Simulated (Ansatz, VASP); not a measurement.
## One calculation of TaRu, two programs

File INCAR:

```
  PREC = Accurate
  ENCUT = 520
  EDIFF = 1E-6
  ISMEAR = -1
  SIGMA = 0.03
  LREAL = False
  LASPH = True
  NELM = 60
  ALGO = Normal
  ISIF = 2
  LWAVE = False
  LCHARG = False
  NBANDS = 20
```

File KPOINTS:

```
Automatic mesh
0
Gamma
  13 13 13
```

Contents of POSCAR:

```
TaRu
1.0
    3.1870000000      0.0000000000      0.0000000000
    0.0000000000      3.1870000000      0.0000000000
    0.0000000000      0.0000000000      3.1551300000
Ta Ru
1 1
Direct
    0.5000000000      0.5000000000      0.5000000000
    0.0000000000      0.0000000000      0.0000000000
```

Input for Ansatz:

```yaml
crystal:
  lattice:
    - [3.187, 0.0, 0.0]
    - [0.0, 3.187, 0.0]
    - [0.0, 0.0, 3.15513]
  atoms:
    - { symbol: Ta, position: [0.5, 0.5, 0.5] }
    - { symbol: Ru, position: [0.0, 0.0, 0.0] }
kpoints:
  mp_grid: { grid: [13, 13, 13] }
  band_path:
    path:
      - [0.0, 0.0, 0.0]
      - [0.0, 0.5, 0.0]
      - [0.5, 0.5, 0.0]
      - [0.0, 0.0, 0.0]
      - [0.0, 0.0, 0.5]
      - [0.0, 0.5, 0.5]
      - [0.5, 0.5, 0.5]
      - [0.0, 0.0, 0.5]
      - [0.0, 0.5, 0.0]
    npoints: 5
scf:
  occupations: { method: fermi_dirac, width: 0.03 }
hamiltonian:
  xc: lda
  pseudopotentials: { kind: all_electron, lapw: { basis_error: 0.00025 } }
output:
  forces: true
  stress: true
  eigenvalues: true
```

Change from the starting cell: zz strain of -1 %.

Alike in both runs: task single point; functional LDA; k mesh 13 × 13 × 13; occupations fermi-dirac, width 0.03 eV; no spin polarisation.

|  | VASP | Ansatz |
| --- | --- | --- |
| version | VASP 6.6.1 | Ansatz 0.2.0 |
| potentials or method | VASP PAW LDA potentials, release 64 (Ta_pv, Ru_pv), cutoff 520 eV | all-electron LAPW, scalar-relativistic |

Ansatz gave:

```
pressure (GPa)                                                : -14.0
traceless stress, the component that is largest in VASP (GPa) : -1.43
```

Task: Estimate VASP's values.

Result: Pressure (GPa): -13.3; traceless stress, the component that is largest in VASP (GPa): -1.39.

LDA's correlation is that of Perdew and Zunger in VASP and of Perdew and Wang (1992) in Ansatz. Ansatz ran all-electron here, and VASP with PAW potentials.

Spin-orbit coupling is off throughout.
